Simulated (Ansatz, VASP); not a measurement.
## Y: VASP beside Ansatz

POSCAR

```
Y
1.0
    0.0000000000      2.3856000000      2.6838000000
    2.3856000000      0.0000000000      2.6838000000
    2.3856000000      2.3856000000      0.0000000000
Y
1
Direct
    0.0000000000      0.0000000000      0.0000000000
```

The input INCAR.step1:

```
  PREC = Accurate
  ENCUT = 520
  ISMEAR = 0
  SIGMA = 0.15
  LREAL = False
  LASPH = True
  NELM = 60
  NBANDS = 12
  GGA = PE
  ALGO = Normal
  EDIFF = 1E-4
  LWAVE = True
  LCHARG = False
```

INCAR.step2

```
  PREC = Accurate
  ENCUT = 520
  EDIFF = 1E-7
  ISMEAR = 0
  SIGMA = 0.15
  LREAL = False
  LASPH = True
  NELM = 60
  ALGO = Normal
  ISIF = 2
  LWAVE = False
  LCHARG = False
  METAGGA = R2SCAN
  LMIXTAU = True
  NBANDS = 12
  ISTART = 1
```

Contents of KPOINTS:

```
Automatic mesh
0
Gamma
  16 16 16
```

Input for Ansatz:

```yaml
crystal:
  lattice:
    - [0.0, 2.3856, 2.6838]
    - [2.3856, 0.0, 2.6838]
    - [2.3856, 2.3856, 0.0]
  atoms:
    - { symbol: "Y", position: [0.0, 0.0, 0.0] }
basis:
  ecutwfc: 500
kpoints:
  mp_grid: { grid: [16, 16, 16] }
hamiltonian:
  xc: r2scan
scf:
  occupations: { method: gaussian, width: 0.15 }
output:
  forces: true
  stress: true
  eigenvalues: true
```

Change from the starting cell: strain -0.040 along x and y, +0.080 along z, atoms carried along.

Alike in both runs: task single point; functional r2SCAN; k mesh 16 × 16 × 16; occupations gaussian, width 0.15 eV; no spin polarisation.

```csv
,VASP,Ansatz
version,VASP 6.6.1,Ansatz 0.2.0
potentials or method,"VASP PAW PBE potentials, release 64 (Y_sv), cutoff 520 eV","scalar-relativistic, plane waves, PAW"
valence electrons in the cell,11,11
```

```tsv
	VASP	Ansatz	Ansatz less VASP
gap on the k mesh at the Fermi level (eV)	none	none	-
pressure (GPa)	3.5	3.5	-0.04
traceless stress, the component that is largest in VASP (GPa)	-1.62	-1.64	-0.016
```

VASP's potentials were made for PBE, not for r2SCAN. A gap of «none» marks a metal or a gap that the smearing closes. With one functional, cell and mesh, what is left measures potentials, basis and numerics.
